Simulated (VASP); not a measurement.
A run of VASP 6.6.1:

The input INCAR:

```
  PREC = Accurate
  ENCUT = 520
  EDIFF = 1E-6
  ISMEAR = 0
  SIGMA = 0.1
  LREAL = F
  LASPH = T
  NELM = 80
  ALGO = Normal
  ISIF = 2
  LWAVE = F
  LCHARG = F
  LDIPOL = T
  IDIPOL = 3
  DIPOL = 0.5 0.5 0.356
  GGA = PE
  IVDW = 12
  NBANDS = 16
```

KPOINTS

```
Automatic mesh
0
Gamma
  15 15 1
```

The input POSCAR:

```
C
1.0
    2.4656677095      0.0000000000      0.0000000000
   -1.2328338548      2.1353308737      0.0000000000
    0.0000000000      0.0000000000     17.5000661139
C
4
Direct
    0.6666666667      0.3333333334      0.2571425804
    0.3333333333      0.6666666666      0.2571428988
    0.6666666667      0.6666666667      0.4546382859
    0.3333333333      1.0000000000      0.4546382858
```

Potentials or basis: VASP PAW PBE potentials, release 64 (C).

Command:

```sh
$ cat potpaw_PBE.64/C/POTCAR > POTCAR
$ mpirun -np 1 vasp_std > vasp.out
```

Hardware: 1 thread of Intel(R) Xeon(R) 6975P-C (Granite Rapids) (shared host).

Task: How long does it take, and how much memory?

Result: Wall time 73 s on 1 thread of Intel(R) Xeon(R) 6975P-C (Granite Rapids) (shared host), peak memory 0.23 GiB. Counts: scf iterations 19, k points 64.
